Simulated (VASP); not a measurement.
A run of VASP 6.6.1 is set up as follows.

The input INCAR:

```
SYSTEM = Sb
  PREC = Accurate
  ENCUT = 520
  EDIFF = 1E-6
  ISMEAR = -1
  SIGMA = 0.05
  LREAL = .FALSE.
  LASPH = .TRUE.
  NELM = 60
  ALGO = Normal
  ISIF = 2
  LWAVE = .FALSE.
  LCHARG = .FALSE.
  GGA = PE
  NBANDS = 8
```

KPOINTS

```
Automatic mesh
0
G
  10 10 10
  0 0 0
```

POSCAR

```
Sb
1.0
   -1.9116750000      1.8985960000      1.9109740000
    1.8664480000     -1.9242180000      1.8913690000
    1.8258330000      1.8383760000     -1.9365960000
Sb
1
Direct
    0.0066800000      0.0021220000      0.0177370000
```

Potentials or basis: VASP PAW PBE potentials, release 64 (Sb).

Command:

```sh
$ cat potpaw_PBE.64/Sb/POTCAR > POTCAR
$ mpirun -np 1 vasp_std > vasp.out
```

Estimate the pressure.

2.9 GPa.

Stress tensor (GPa, compression positive):
```
2.62 1.06 0.70
1.06 2.90 0.89
0.70 0.89 3.10
```

Caveat: the cell differs from its parent crystal (the cell strained at random).
